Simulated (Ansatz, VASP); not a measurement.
AlRu: VASP beside Ansatz

```
Al Ru
1.0
     2.97152    0.00000    0.00000
     0.00000    2.97152    0.00000
     0.00000    0.00000    2.97152
Al Ru
1 1
Direct
  0.00000 0.00000 0.00000
  0.50000 0.50000 0.50000
```

Change from the starting cell: volume scaled by 0.98, PAW files.

Alike in both runs: task electric field gradients; functional PBE; k mesh 12 × 12 × 12; occupations fermi-dirac, width 0.05 eV; no spin polarisation.

|  | VASP | Ansatz |
| --- | --- | --- |
| version | VASP 6.6.1 | Ansatz 0.2.0 |
| potentials or method | VASP PAW PBE potentials, release 64 (Al, Ru_pv) | PAW with Ansatz's default frozen-core files, scalar-relativistic |
| plane-wave cutoff (eV) | 520 | 420 |
| valence electrons in the cell | 17 | 19 |

|  | VASP | Ansatz | Ansatz less VASP |
| --- | --- | --- | --- |
| pressure (GPa) | 7.0 | 7.0 | +0.02 |

With one functional, cell and mesh, what is left measures potentials, basis and numerics. VASP's potentials hold 17 valence electrons a cell and Ansatz's 19, so a difference there can come from the potentials and not from the codes.
